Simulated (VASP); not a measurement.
# Ge (Cmmm) in VASP: notebook

Ge is run at these levels: PBEsol; tasks: single point.

Everything below comes from runs of VASP 6.6.1. Logs are shortened: lines on timing, memory, paths and dates and some standing lists are left out, and cuts for length are marked.

## 1. The cell of the first run

The structure is orthorhombic, space group Cmmm (No. 65). The conventional cell has a = 2.794 Å, b = 5.201 Å, c = 2.698 Å, α = 90.00°, β = 90.00°, γ = 90.00°. Within 3.6 Å of Ge (site symmetry mmm) lie 8 Ge at 2.70 to 2.95 Å.

## 2. Single point, PBEsol

File INCAR:

```
PREC = Accurate
ENCUT = 520
EDIFF = 1E-6
ISMEAR = 0
SIGMA = 0.15
LREAL = F
LASPH = T
NELM = 100
ALGO = Normal
ISIF = 2
LWAVE = F
LCHARG = F
GGA = PS
NBANDS = 13
```

File KPOINTS:

```
Automatic mesh
0
Gamma
  20 20 18
```

File POSCAR:

```
Ge
1.0
    1.3971490000     -2.6005160000      0.0000000000
    1.3971490000      2.6005160000      0.0000000000
    0.0000000000      0.0000000000      2.6982310000
Ge
1
Direct
    0.5000000000      0.5000000000      0.0000000000
```

Potentials or basis: VASP PAW PBE potentials, release 64 (Ge_d).

Launch:

```bash
> cat potpaw_PBE.64/Ge_d/POTCAR > POTCAR
> mpirun -np 1 vasp_std > vasp.out
```

OUTCAR:

```text
PREC = Accurate
   ENCUT = 520
   EDIFF = 1E-6
   ISMEAR = 0
   LREAL = F
   LASPH = T
   NELM = 100
   ISIF = 2
   GGA = PS

 ion  position               nearest neighbor table
   1  0.500  0.500  0.000-

  LATTYP: Found a base centered orthorhombic cell.
 ALAT       =     2.7942980000
 B/A-ratio  =     1.8613018368
 C/A-ratio  =     0.9656203454

  Lattice vectors:

 A1 = (   1.3971490000,  -2.6005160000,   0.0000000000)
 A2 = (   1.3971490000,   2.6005160000,   0.0000000000)
 A3 = (   0.0000000000,   0.0000000000,   2.6982310000)

Analysis of symmetry for initial positions (statically):
=====================================================================
 Subroutine PRICEL returns:
 Original cell was already a primitive cell.

 Routine SETGRP: Setting up the symmetry group for a
 base centered orthorhombic supercell.

 Subroutine GETGRP returns: Found  8 space group operations
 (whereof  8 operations were pure point group operations)
 out of a pool of  8 trial point group operations.

The static configuration has the point symmetry D_2h.

Analysis of symmetry for dynamics (positions and initial velocities):
=====================================================================
 Subroutine PRICEL returns:
 Original cell was already a primitive cell.

 Routine SETGRP: Setting up the symmetry group for a
 base centered orthorhombic supercell.

 Subroutine GETGRP returns: Found  8 space group operations
 (whereof  8 operations were pure point group operations)
 out of a pool of  8 trial point group operations.

The dynamic configuration has the point symmetry D_2h.

 Subroutine INISYM returns: Found  8 space group operations
 (whereof  8 operations are pure point group operations),
 and found     1 'primitive' translations

----------------------------------------------------------------------------------------

                                     Primitive cell

  volume of cell :      19.6070

  direct lattice vectors                    reciprocal lattice vectors
     1.397149000 -2.600516000  0.000000000     0.357871637 -0.192269534  0.000000000
     1.397149000  2.600516000  0.000000000     0.357871637  0.192269534  0.000000000
     0.000000000  0.000000000  2.698231000     0.000000000  0.000000000  0.370613191

  length of vectors
     2.952068562  2.952068562  2.698231000     0.406250763  0.406250763  0.370613191

  position of ions in fractional coordinates (direct lattice)
     0.500000000  0.500000000  0.000000000

  ion indices of the primitive-cell ions
   primitive index   ion index
                 1           1

----------------------------------------------------------------------------------------

 KPOINTS: Automatic mesh

Automatic generation of k-mesh.
 Grid dimensions read from file:
 generate k-points for:   20   20   18

 Generating k-lattice:

  Cartesian coordinates                     Fractional coordinates (reciprocal lattice)
     0.017893582 -0.009613477  0.000000000     0.050000000  0.000000000  0.000000000
     0.017893582  0.009613477  0.000000000     0.000000000  0.050000000  0.000000000
     0.000000000  0.000000000  0.020589622     0.000000000  0.000000000  0.055555556

  Length of vectors
     0.020312538  0.020312538  0.020589622

  Shift w.r.t. Gamma in fractional coordinates (k-lattice)
     0.000000000  0.000000000  0.000000000

 Subroutine IBZKPT returns following result:
 ===========================================

 Found   1110 irreducible k-points:

 Following reciprocal coordinates:
            Coordinates               Weight
  0.000000  0.000000  0.000000      1.000000
  0.050000  0.000000  0.000000      4.000000
  0.100000 -0.000000  0.000000      4.000000
  0.150000  0.000000  0.000000      4.000000
  0.200000 -0.000000  0.000000      4.000000
  0.250000  0.000000  0.000000      4.000000
[... 16 lines left out ...]
 -0.400000  0.050000  0.000000      4.000000
 -0.350000  0.050000  0.000000      4.000000
 [... further k-points ...]
   k-points           NKPTS =   1110   k-points in BZ     NKDIM =   1110   number of bands    NBANDS=     13
   number of dos      NEDOS =    301   number of ions     NIONS =      1
   total plane-waves  NPLWV =  11520
   dimension x,y,z NGX =    24 NGY =   24 NGZ =   20
   dimension x,y,z NGXF=    48 NGYF=   48 NGZF=   40
   ions per type =               1
   NGX,Y,Z   is equivalent  to a cutoff of  13.52, 13.52, 12.32 a.u.
   NGXF,Y,Z  is equivalent  to a cutoff of  27.03, 27.03, 24.65 a.u.
 SYSTEM =  unknown system
   PREC   = accura    normal or accurate (medium, high low for compatibility)
   ISTART =      0    job   : 0-new  1-cont  2-samecut
   ICHARG =      2    charge: 1-file 2-atom 10-const
   ISPIN  =      1    spin polarized calculation?
   LNONCOLLINEAR =      F non collinear calculations
   LSORBIT =      F    spin-orbit coupling
   LASPH  =      T    aspherical Exc in radial PAW
   ENCUT  =  520.0 eV  38.22 Ry    6.18 a.u.   5.49  5.49  5.02*2*pi/ulx,y,z
   NELM   =    100;   NELMIN=  2; NELMDL= -5     # of ELM steps
   EDIFF  = 0.1E-05   stopping-criterion for ELM
   LREAL  =      F    real-space projection
   EDIFFG = 0.1E-04   stopping-criterion for IOM
   NSW    =      0    number of steps for IOM
   IBRION =     -1    ionic relax: 0-MD 1-quasi-New 2-CG
   NFREE  =      0    steps in history (QN), initial steepest desc. (CG)
   ISIF   =      2    stress and relaxation
   ISYM   =      2    0-nonsym 1-usesym 2-fastsym
   POTIM  = 0.5000    time-step for ionic-motion
   TEBEG  =    0.0;   TEEND  =   0.0 temperature during run
   PSTRESS=    0.0 pullay stress
   NELECT =      14.0000    total number of electrons
   NUPDOWN=      -1.0000    fix difference up-down
   EMIN   =  10.00;   EMAX   =-10.00  energy-range for DOS
   EFERMI =   0.00;   METHOD = LEGACY
   ISMEAR =     0;   SIGMA  =   0.15  broadening in eV -4-tet -1-fermi 0-gaus
   EFERMI_NEDOS =   21; number of points for ismear=-14 and -15
   IALGO  =     38    algorithm
   IMIX   =      4    mixing-type and parameters
     AMIX     =   0.40;   BMIX     =  1.00
     AMIX_MAG =   1.60;   BMIX_MAG =  1.00
  volume/ion in A,a.u.               =      19.61       132.31
  Fermi-wavevector in a.u.,A,eV,Ry     =   1.463234  2.765111 29.130796  2.141053
  Thomas-Fermi vector in A             =   2.579353
   LORBIT       =      0    0 simple, 1 ext, 2 COOP (PROOUT), +10 PAW based schemes
   GGA     = PS    functional components
   LHFCALC =     F    Hartree Fock is set to
   AEXX    =    0.0000 exact exchange contribution
   IVDW    =     0    specifies the selected vdW correction
   LEPSILON=     F    determine dielectric tensor
   LRPA    =     F    only Hartree local field effects (RPA)
 non-spin polarized calculation
 Gauss-broadening in eV      SIGMA  =   0.15
  energy-cutoff  :      520.00
  volume of cell :       19.61
 maximum number of plane-waves:       541
 NGX is ok and might be reduce to    24
   NGX = 11   NGY = 11   NGZ = 11

 number of electron      14.0000003 magnetization

 Free energy of the ion-electron system (eV)
  ---------------------------------------------------
  ext. energy  EPLUGINS =         0.00000000
  ---------------------------------------------------
  free energy    TOTEN  =        -4.73502202 eV

  energy without entropy =       -4.73028530  energy(sigma->0) =       -4.73265366

 E-fermi :   6.0932     XC(G=0): -11.1875

 val. band max:        6.0834683633   @ k =   0.5000   0.1000   0.3889
 cond. band min:       6.0937835362   @ k =  -0.3500   0.2000   0.1667
 fundamental gap:      0.0103151730
 Fermi energy:         6.0931662104

 k-point     1 :       0.0000    0.0000    0.0000
  band No.  band energies     occupation
      1     -18.5867      2.00000
      2     -18.5234      2.00000
      3     -18.4725      2.00000
      4     -18.3711      2.00000
      5     -18.3537      2.00000
      6      -6.7949      2.00000
      7      12.7250      0.00000
      8      13.2039      0.00000
      9      14.7061      0.00000
     10      16.2534      0.00000
     11      18.5488      0.00000
     12      20.9080      0.00000
     13      21.0756      0.00000

 k-point     2 :       0.0500    0.0000    0.0000
  band No.  band energies     occupation
      1     -18.5849      2.00000
      2     -18.5207      2.00000
      3     -18.4729      2.00000
      4     -18.3715      2.00000
      5     -18.3549      2.00000
      6      -6.7342      2.00000
      7      12.7842      0.00000
      8      12.9504      0.00000
      9      14.0787      0.00000
     10      16.4653      0.00000
     11      18.6422      0.00000
     12      19.9042      0.00000
     13      21.3564      0.00000

 k-point     3 :       0.1000   -0.0000    0.0000
  band No.  band energies     occupation
      1     -18.5797      2.00000
      2     -18.5132      2.00000
      3     -18.4735      2.00000
      4     -18.3727      2.00000
      5     -18.3584      2.00000
      6      -6.5522      2.00000
      7      12.1232      0.00000
      8      12.9607      0.00000
      9      12.9719      0.00000
     10      16.7221      0.00000
     11      18.0980      0.00000
     12      19.9918      0.00000
     13      22.4505      0.00000
[... 305 lines left out ...]
 k-point    23 :      -0.4000    0.0500    0.0000
  band No.  band energies     occupation
      1     -18.5562      2.00000
      2     -18.4845      2.00000
      3     -18.4018      2.00000
      4     -18.4002      2.00000
      5     -18.3786      2.00000
      6      -3.4591      2.00000
      7       3.3493      2.00000
      8       9.1191      0.00000
      9      14.7911      0.00000
     10      15.6327      0.00000
     11      20.1309      0.00000
     12      24.6275      0.00000
     13      25.5711      0.00000

 k-point    24 :      -0.3500    0.0500    0.0000
  band No.  band energies     occupation
      1     -18.5552      2.00000
      2     -18.4898      2.00000
      3     -18.4171      2.00000
      4     -18.3955      2.00000
      5     -18.3764      2.00000
      6      -4.2609      2.00000
      7       4.8494      2.00000
      8       9.4137      0.00000
      9      15.0149      0.00000
     10      15.2334      0.00000
     11      19.3652      0.00000
     12      25.9021      0.00000
     13      26.4320      0.00000

 [... further k-points ...]

------------------------ aborting loop because EDIFF is reached ----------------------------------------

  FORCE on cell =-STRESS in cart. coord.  units (eV):
  Direction    XX          YY          ZZ          XY          YZ          ZX
  --------------------------------------------------------------------------------------
  -------------------------------------------------------------------------------------
  Total       -0.4175394     -0.6102723     -0.5149906      0.0000000      0.0000000      0.0000000
  in kB      -34.1190269    -49.8681070    -42.0822067      0.0000000      0.0000000      0.0000000
  external PRESSURE =     -42.0231135 kB  Pullay stress =       0.0000000 kB

 VOLUME and BASIS-vectors are now :
 -----------------------------------------------------------------------------
  energy-cutoff  :      520.00
  volume of cell :       19.61
      direct lattice vectors                 reciprocal lattice vectors
     1.397149000 -2.600516000  0.000000000     0.357871637 -0.192269534  0.000000000
     1.397149000  2.600516000  0.000000000     0.357871637  0.192269534  0.000000000
     0.000000000  0.000000000  2.698231000     0.000000000  0.000000000  0.370613191

 POSITION                                       TOTAL-FORCE (eV/Angst)
 -----------------------------------------------------------------------------------
      1.39715      0.00000      0.00000         0.000000      0.000000      0.000000
 -----------------------------------------------------------------------------------
    total drift:                               -0.000000     -0.000000     -0.000000

  FREE ENERGIE OF THE ION-ELECTRON SYSTEM (eV)
  ---------------------------------------------------
  free  energy   TOTEN  =        -4.7350220201 eV

  energy  without entropy=       -4.7302852969  energy(sigma->0) =       -4.73265366
```

Wall time 67 s (1 thread of Intel Xeon Platinum 8488C (Sapphire Rapids), shared host); peak memory 0.35 GiB.

Results:

| Quantity | Value |
| --- | --- |
| Free energy | -4.7350 eV |
| Pressure | -4.2 GPa |
| Band gap on the k mesh | zero (bands 7 and 8 overlap by 9.64 eV) |

Levels at points of the mesh, in eV from the Fermi level:
| k point | band 4 | band 5 | band 6 | band 7 | band 8 | band 9 | band 10 | band 11 |
| --- | --- | --- | --- | --- | --- | --- | --- | --- |
| (0.00, 0.00, 0.00) | -24.46 | -24.45 | -12.89 | 6.63 | 7.11 | 8.61 | 10.16 | 12.46 |
| (0.50, 0.00, 0.00) | -24.47 | -24.47 | -7.82 | -5.32 | 3.42 | 7.44 | 10.50 | 16.39 |
| (0.50, 0.50, 0.00) | -24.48 | -24.45 | -8.69 | -5.53 | 5.19 | 9.12 | 9.84 | 15.74 |
| (0.00, 0.00, 0.50) | -24.51 | -24.48 | -9.11 | -5.72 | 9.94 | 11.44 | 16.03 | 16.04 |
| (0.50, 0.00, 0.50) | -24.47 | -24.38 | -3.67 | -2.25 | -1.62 | 3.59 | 6.29 | 11.61 |
| (0.50, 0.50, 0.50) | -24.47 | -24.39 | -4.63 | -2.40 | -2.27 | 3.21 | 8.07 | 13.42 |

Caveat: the cell stands under tension; the PAW data sets were made with another functional, which shifts forces and pressure a little.

## 3. Single point, PBEsol

File INCAR:

```
ALGO = Normal
EDIFF = 1E-7
ENCUT = 520
GGA = PS
ISIF = 2
ISMEAR = 0
LASPH = True
LCHARG = False
LREAL = False
LWAVE = False
NBANDS = 13
NELM = 60
PREC = Accurate
SIGMA = 0.15
```

File KPOINTS:

```
k-points
0
Gamma
  22 22 20
```

POSCAR is that of step 2.

Potentials or basis: VASP PAW PBE potentials, release 64 (Ge_d).

Launch:

```bash
> cat potpaw_PBE.64/Ge_d/POTCAR > POTCAR
> mpirun -np 1 vasp_std > vasp.out
```

Wall time 89 s (1 thread of Intel Xeon Platinum 8488C (Sapphire Rapids), shared host); peak memory 0.43 GiB.

Results (log left out):

* Free energy: -4.7336 eV
* Pressure: -4.3 GPa
* Band gap on the k mesh: zero (bands 7 and 8 overlap by 9.69 eV)

Stress tensor (GPa, compression positive):
```
-2.94  0.00  0.00
 0.00 -5.52  0.00
 0.00  0.00 -4.41
```

Levels at points of the mesh, in eV from the Fermi level:
| k point | band 5 | band 6 | band 7 | band 8 | band 9 | band 10 |
| --- | --- | --- | --- | --- | --- | --- |
| (0.00, 0.00, 0.00) | -24.42 | -12.86 | 6.66 | 7.14 | 8.64 | 10.19 |
| (0.50, 0.00, 0.00) | -24.44 | -7.80 | -5.29 | 3.44 | 7.47 | 10.53 |
| (0.50, 0.50, 0.00) | -24.43 | -8.66 | -5.51 | 5.22 | 9.15 | 9.87 |
| (0.00, 0.00, 0.50) | -24.45 | -9.08 | -5.69 | 9.96 | 11.46 | 16.05 |
| (0.50, 0.00, 0.50) | -24.35 | -3.64 | -2.23 | -1.59 | 3.62 | 6.32 |
| (0.50, 0.50, 0.50) | -24.37 | -4.61 | -2.38 | -2.24 | 3.24 | 8.10 |

Caveat: the cell stands under tension; the PAW data sets were made with another functional, which shifts forces and pressure a little.
